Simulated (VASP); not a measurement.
Set up this calculation in VASP 6.6.1, as the native input.

- Task: single point
- Functional: PBEsol
- Potentials or basis: VASP PAW PBE potentials, release 64 (In_d, O)
- Cutoff: 520 eV
- k mesh: 12 × 12 × 4
- Occupations: gaussian, width 0.03 eV
- Spin: no spin polarisation
- Dipole correction: no
- Further INCAR settings: ALGO = Normal; EDIFF = 1e-06; NBANDS = 27

The structure of InO lies in POSCAR:

```
InO
1.0
    3.3979006105      0.0000000000      0.0000000000
   -1.6989503053      2.9426682482      0.0000000000
    0.0000000000      0.0000000000     16.4020216013
In O
2 2
Direct
    0.6666666667      0.3333333333      0.5900210000
    0.6666666667      0.3333333333      0.4099790000
    0.0000000000      0.0000000000      0.6398670000
    0.0000000000      0.0000000000      0.3601330000
```

This cell differs from its parent crystal: ratio of the length along z to the lengths across it x 1.05, volume and fractional coordinates fixed.

The input as run:

INCAR

```
ALGO = Normal
EDIFF = 1E-6
ENCUT = 520
GGA = PS
ISIF = 2
ISMEAR = 0
LASPH = T
LCHARG = F
LREAL = F
LWAVE = F
NBANDS = 27
NELM = 100
PREC = Accurate
SIGMA = 0.03
```

KPOINTS

```
k-points
0
Gamma
  12 12 4
```

Potentials or basis: VASP PAW PBE potentials, release 64 (In_d, O).

The run is started by

```sh
$ cat potpaw_PBE.64/In_d/POTCAR potpaw_PBE.64/O/POTCAR > POTCAR
$ mpirun -np 1 vasp_std > vasp.out
```

It gave:

```json
{"Largest force": "0.384 eV/Å", "Band gap on the k mesh": "0.17 eV, indirect (least direct gap 1.12 eV)"}
```

Caveat: the PAW data sets were made with another functional, which shifts forces and pressure a little; spin-orbit coupling is left out, which moves the levels of the heavy elements.

It took 5.2 min on 1 thread of Intel(R) Xeon(R) Platinum 8488C (Sapphire Rapids), with other jobs on the host, peak memory 0.43 GiB.
